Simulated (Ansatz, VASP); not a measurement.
# One calculation of SrRhN2, two programs

```xyz
4
Lattice="3.8989 0.0000 0.0000 0.0000 3.8989 0.0000 0.0000 0.0000 3.8462" Properties=species:S:1:pos:R:3 pbc="T T T"
Sr    1.9494    1.9494    1.9231
Rh    0.0000    0.0000    0.0000
N     1.9494    0.0000    0.0000
N     0.0000    1.9494    0.0000
```

Alike in both runs: functional PBE; k mesh 12 × 12 × 12; occupations gaussian, width 0.1 eV; no spin polarisation.

Ansatz relaxed the structure, and its values are those at the end. VASP's run is a single point on that final structure, the one shown.

|  | VASP | Ansatz |
| --- | --- | --- |
| version | VASP 6.6.1 | Ansatz 0.2.0 |
| potentials or method | VASP PAW PBE potentials, release 64 (Sr_sv, Rh_pv, N), cutoff 520 eV | scalar-relativistic, plane waves, PAW |
| valence electrons in the cell | 35 | 37 |

VASP gave:

| Quantity | Value |
| --- | --- |
| gap on the k mesh at the Fermi level (eV) | none |
| pressure (GPa) | 0.1 |

Task: Which values does Ansatz return?

Result: gap on the k mesh at the Fermi level (eV): none; pressure (GPa): 0.0.

A gap of «none» marks a metal or a gap that the smearing closes. VASP's potentials hold 35 valence electrons a cell and Ansatz's 37, so a difference there can come from the potentials and not from the codes.
